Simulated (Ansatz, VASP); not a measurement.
Two plane-wave programs on Os

Contents of POSCAR:

```
Os
1.0
    0.0000000000      1.9158250000      1.9450000000
    1.9158250000      0.0000000000      1.9450000000
    1.9158250000      1.9158250000      0.0000000000
Os
1
Direct
    0.0000000000      0.0000000000      0.0000000000
```

Contents of INCAR.step1:

```
SYSTEM = Os
ALGO = Normal
EDIFF = 1E-4
ENCUT = 520
GGA = PE
ISMEAR = 0
LASPH = .TRUE.
LCHARG = .FALSE.
LREAL = .FALSE.
LWAVE = .TRUE.
NBANDS = 10
NELM = 100
PREC = Accurate
SIGMA = 0.15
```

Contents of INCAR.step2:

```
SYSTEM = Os
ALGO = Normal
EDIFF = 1E-6
ENCUT = 520
ISIF = 2
ISMEAR = 0
ISTART = 1
LASPH = .TRUE.
LCHARG = .TRUE.
LELF = .TRUE.
LMIXTAU = .TRUE.
LREAL = .FALSE.
LVHAR = .TRUE.
LWAVE = .FALSE.
METAGGA = R2SCAN
NBANDS = 10
NELM = 100
PREC = Accurate
SIGMA = 0.15
```

KPOINTS

```
k-points
0
G
  20 20 20
  0 0 0
```

Input for Ansatz:

```yaml
crystal:
  lattice:
    - [0.0, 1.915825, 1.945]
    - [1.915825, 0.0, 1.945]
    - [1.915825, 1.915825, 0.0]
  atoms:
    - { symbol: Os, position: [0.0, 0.0, 0.0] }
basis:
  ecutwfc: 500
kpoints:
  mp_grid: { grid: [20, 20, 20] }
hamiltonian:
  xc: r2scan
scf:
  occupations: { method: gaussian, width: 0.15 }
output:
  forces: true
  stress: true
  eigenvalues: true
```

Change from the starting cell: strain -0.015 along x and y, +0.000 along z, atoms carried along.

Alike in both runs: task single point; functional r2SCAN; k mesh 20 × 20 × 20; occupations gaussian, width 0.15 eV; no spin polarisation.

|  | VASP | Ansatz |
| --- | --- | --- |
| version | VASP 6.6.1 | Ansatz 0.2.0 |
| potentials or method | VASP PAW PBE potentials, release 64 (Os), cutoff 520 eV | scalar-relativistic, plane waves, PAW |
| valence electrons in the cell | 8 | 16 |

```csv
,VASP,Ansatz,Ansatz less VASP
gap on the k mesh at the Fermi level (eV),none,none,-
pressure (GPa),-5.0,-5.9,-0.86
"traceless stress, the component that is largest in VASP (GPa)",-3.05,-3.04,+0.015
```

VASP's potentials were made for PBE, not for r2SCAN. A gap of «none» marks a metal or a gap that the smearing closes. The functional is the same, so the differences come from potentials, cutoffs and numerics. VASP's potentials hold 8 valence electrons a cell and Ansatz's 16, so a difference there can come from the potentials and not from the codes.

Neither program's run includes spin-orbit coupling.
